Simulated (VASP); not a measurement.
A run of VASP 6.6.1 is set up as follows.

Contents of INCAR:

```
SYSTEM = TiCo
ALGO = Normal
EDIFF = 1E-6
ENCUT = 600
GGA = PE
GGA_COMPAT = .False.
ISIF = 2
ISMEAR = 0
ISPIN = 2
LASPH = .True.
LCHARG = .True.
LDAU = .True.
LDAUJ = 0.98 0
LDAUL = 2 -1
LDAUPRINT = 1
LDAUTYPE = 1
LDAUU = 3.1 0
LELF = .True.
LMAXMIX = 4
LORBIT = 11
LREAL = .False.
LVHAR = .True.
LWAVE = .False.
MAGMOM = 0 0.6
NBANDS = 22
NELM = 200
PREC = Accurate
SIGMA = 0.1
```

Contents of KPOINTS:

```
k-points
0
Gamma
  4 4 4
  0 0 0
```

The input POSCAR:

```
TiCo
1.0
    2.9861109900      0.0000000000      0.0000000000
    0.0000000000      2.9861109900      0.0000000000
    0.0000000000      0.0000000000      2.9861109900
Ti Co
1 1
Direct
    0.0000000000      0.0000000000      0.0000000000
    0.5000000000      0.5000000000      0.5000000000
```

Potentials or basis: VASP PAW PBE potentials, release 64 (Ti_sv, Co).

The run is started by

```sh
$ cat potpaw_PBE.64/Ti_sv/POTCAR potpaw_PBE.64/Co/POTCAR > POTCAR
$ mpirun -np 1 vasp_std > vasp.out
```

(1) Predict the pressure.

(2) Estimate the net moment.

Results:

(1) 4.3 GPa.

(2) 0.58 μB per cell.

Caveat: the k points lie up to 0.53 Å⁻¹ apart; the U is typed as a test and isn't derived for this compound.
